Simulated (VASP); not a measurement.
Write the native input for VASP 6.6.1 that does the following.

```
Task                   : relaxation of cell and atoms
Functional             : PBEsol
Potentials or basis    : VASP PAW PBE potentials, release 64 (Cd, S)
Cutoff                 : 600 eV
k mesh                 : 6 × 6 × 4
Occupations            : gaussian, width 0.01 eV
Spin                   : no spin polarisation
Target pressure        : 1 GPa
Dipole correction      : no
Further INCAR settings : ALGO = Normal; EDIFF = 1e-06; IBRION = 2; EDIFFG = -0.002; NSW = 100; ISIF = 3
```

The structure of CdS lies in POSCAR:

```
CdS
1.0
    4.1238484089      0.0000000000      0.0000000000
   -2.0619242044      3.5713574835      0.0000000000
    0.0000000000      0.0000000000      6.7097297170
Cd S
2 2
Direct
    0.3333333333      0.6666666667     -0.0007762665
    0.6666666667      0.3333333333      0.4992237335
    0.3333333333      0.6666666667      0.3757762665
    0.6666666667      0.3333333333      0.8757762665
```

The input as run:

INCAR

```
SYSTEM = CdS
  PREC = Accurate
  ENCUT = 600
  EDIFF = 1E-6
  ISMEAR = 0
  SIGMA = 0.01
  LREAL = .FALSE.
  LASPH = .TRUE.
  NELM = 80
  ALGO = Normal
  ISIF = 3
  LWAVE = .FALSE.
  LCHARG = .FALSE.
  GGA = PS
  IBRION = 2
  NSW = 100
  EDIFFG = -0.002
  PSTRESS = 10.0
```

KPOINTS

```
regular mesh
0
G
  6 6 4
  0 0 0
```

Potentials or basis: VASP PAW PBE potentials, release 64 (Cd, S).

Launch:

```sh
$ cat potpaw_PBE.64/Cd/POTCAR potpaw_PBE.64/S/POTCAR > POTCAR
$ mpirun -np 1 vasp_std > vasp.out
```

Results of the run:

```json
{"Relaxed volume": "24.46 Å³/atom", "Relaxed cell": "a = 4.111 Å, b = 4.111 Å, c = 6.687 Å, α = 90.00°, β = 90.00°, γ = 120.00°", "Space group after relaxing (to 0.1 Å)": "P6_3mc (No. 186)", "Energy change on relaxing (the run minimises the enthalpy)": "+1.0 meV/atom", "Ionic steps": "3", "Pressure after relaxing": "1.0 GPa", "Band gap on the k mesh": "1.12 eV"}
```

Caveat: the cell is relaxed towards a set pressure, so the run minimises the enthalpy, not the energy; the PAW data sets were made with another functional, which shifts forces and pressure a little.

Run time: 64 s on 1 thread of AMD EPYC 9R45 96-Core Processor (Zen 5), on a shared host, peak memory 0.25 GiB.
